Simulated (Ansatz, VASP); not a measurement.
**HfN in VASP and in Ansatz**

```
Hf N
1.0
     0.00000    2.16836    2.16836
     2.16836    0.00000    2.16836
     2.16836    2.16836    0.00000
Hf N
1 1
Direct
  0.00000 0.00000 0.00000
  0.50000 0.50000 0.50000
```

Change from the starting cell: volume scaled by 0.88, PAW files.

Alike in both runs: task single point; functional r2SCAN; k mesh 15 × 15 × 15; occupations fermi-dirac, width 0.1 eV; no spin polarisation.

|  | VASP | Ansatz |
| --- | --- | --- |
| version | VASP 6.6.1 | Ansatz 0.2.0 |
| potentials or method | VASP PAW PBE potentials, release 64 (Hf_pv, N) | PAW with Ansatz's default frozen-core files, scalar-relativistic |
| plane-wave cutoff (eV) | 520 | 500 |
| valence electrons in the cell | 15 | 31 |

|  | VASP | Ansatz | Ansatz less VASP |
| --- | --- | --- | --- |
| pressure (GPa) | 44.5 | 47.2 | +2.67 |

VASP's potentials were made for PBE, not for r2SCAN. Both programs put the cell under a high pressure, so it lies far from rest at this level. VASP's potentials hold 15 valence electrons a cell and Ansatz's 31, so a difference there can come from the potentials and not from the codes.

Spin-orbit coupling is off throughout.
